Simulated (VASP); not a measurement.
A run of VASP 6.6.1 is set up as follows.

INCAR

```
  PREC = Accurate
  ENCUT = 520
  EDIFF = 1E-6
  ISMEAR = 0
  SIGMA = 0.2
  LREAL = F
  LASPH = T
  NELM = 100
  ALGO = Normal
  ISIF = 2
  LWAVE = F
  LCHARG = F
  GGA = PE
  NBANDS = 38
```

Contents of KPOINTS:

```
regular mesh
0
Gamma
  3 3 2
```

File POSCAR:

```
Sc2As3Se3
1.0
    4.8253991148      0.0000000000      0.0000000000
    0.0000000000      4.8253991148      0.0000000000
    0.0000000000      0.0000000000     10.6481620235
Sc As Se
2 3 3
Direct
    0.0000000000      0.5000000000      0.3754194556
    0.5000000000      0.0000000000      0.6245805444
    0.5000000000      0.5000000000      0.2312066881
    0.5000000000      0.5000000000      0.7687933119
    0.5000000000      0.5000000000      0.5000000000
    0.0000000000      0.5000000000      0.6399325789
    0.5000000000      0.0000000000      0.3600674211
    0.5000000000      0.5000000000      0.0000000000
```

Potentials or basis: VASP PAW PBE potentials, release 64 (Sc_sv, As, Se).

The run is started by

```bash
$ cat potpaw_PBE.64/Sc_sv/POTCAR potpaw_PBE.64/As/POTCAR potpaw_PBE.64/Se/POTCAR > POTCAR
$ mpirun -np 1 vasp_std > vasp.out
```

Question: Predict the largest force.

Answer: 0.051 eV/Å.

Question: Predict the pressure.

Answer: 0.0 GPa.

Forces in eV/Å, atoms in the order of the input:
```
Sc   0.000  0.000 -0.026
Sc   0.000  0.000  0.026
As   0.000  0.000 -0.051
As   0.000  0.000  0.051
As   0.000  0.000  0.000
Se   0.000  0.000  0.004
Se   0.000  0.000 -0.004
Se   0.000  0.000  0.000
```

Caveat: the k points lie up to 0.43 Å⁻¹ apart, too coarse for converged energies and pressures of a metal.
